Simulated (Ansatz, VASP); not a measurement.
**Co in VASP and in Ansatz**

The input INCAR:

```
ALGO = Fast ; EDIFF = 1E-6
ENCUT = 520 ; GGA = PS
ISIF = 2 ; ISMEAR = 0
ISPIN = 2 ; LASPH = True
LCHARG = False ; LMAXMIX = 4
LORBIT = 11 ; LREAL = False
LWAVE = False ; MAGMOM = 1.8 1.8
NBANDS = 20 ; NELM = 150
PREC = Accurate ; SIGMA = 0.1
```

KPOINTS

```
k-points
0
Gamma
  24 24 14
```

Contents of POSCAR:

```
Co
1.0
    2.4564521942      0.0000000000      0.0000000000
   -1.2282260971      2.1273500034      0.0000000000
    0.0000000000      0.0000000000      3.9695937480
Co
2
Direct
    0.3333333333      0.6666666667      0.2500000000
    0.6666666667      0.3333333333      0.7500000000
```

Input for Ansatz:

```yaml
crystal:
  lattice:
    - [2.4564521942, 0.0, 0.0]
    - [-1.2282260971, 2.1273500034, 0.0]
    - [0.0, 0.0, 3.969593748]
  atoms:
    - { symbol: Co, position: [0.3333333333, 0.6666666667, 0.25], spin: 1.8 }
    - { symbol: Co, position: [0.6666666667, 0.3333333333, 0.75], spin: 1.8 }
basis:
  ecutwfc: 420
kpoints:
  mp_grid: { grid: [24, 24, 14] }
hamiltonian:
  xc: pbesol
scf:
  occupations: { method: gaussian, width: 0.1 }
output:
  forces: true
  stress: true
  eigenvalues: true
  populations: true
magnetization:
  spin_polarized: true
```

Alike in both runs: task single point; functional PBEsol; k mesh 24 × 24 × 14; occupations gaussian, width 0.1 eV; collinear spin.

|  | VASP | Ansatz |
| --- | --- | --- |
| version | VASP 6.6.1 | Ansatz 0.2.0 |
| potentials or method | VASP PAW PBE potentials, release 64 (Co), cutoff 520 eV | scalar-relativistic, plane waves, PAW |
| valence electrons in the cell | 18 | 34 |

|  | VASP | Ansatz | Ansatz less VASP |
| --- | --- | --- | --- |
| gap on the k mesh at the Fermi level (eV) | none | none | - |
| pressure (GPa) | -0.9 | 0.0 | +0.95 |
| traceless stress, the component that is largest in VASP (GPa) | -0.14 | -0.07 | +0.075 |
| net moment per atom (μB) | 1.57 | 1.58 | +0.007 |
| size of the moment on the site where the two differ most (μB) | 1.58 | 1.64 | +0.064 |

VASP's potentials were made for PBE, not for PBEsol. Site moments also hang on the region over which each program counts them. A gap of «none» marks a metal or a gap that the smearing closes. The functional is the same, so the differences come from potentials, cutoffs and numerics. VASP's potentials hold 18 valence electrons a cell and Ansatz's 34, so a difference there can come from the potentials and not from the codes.
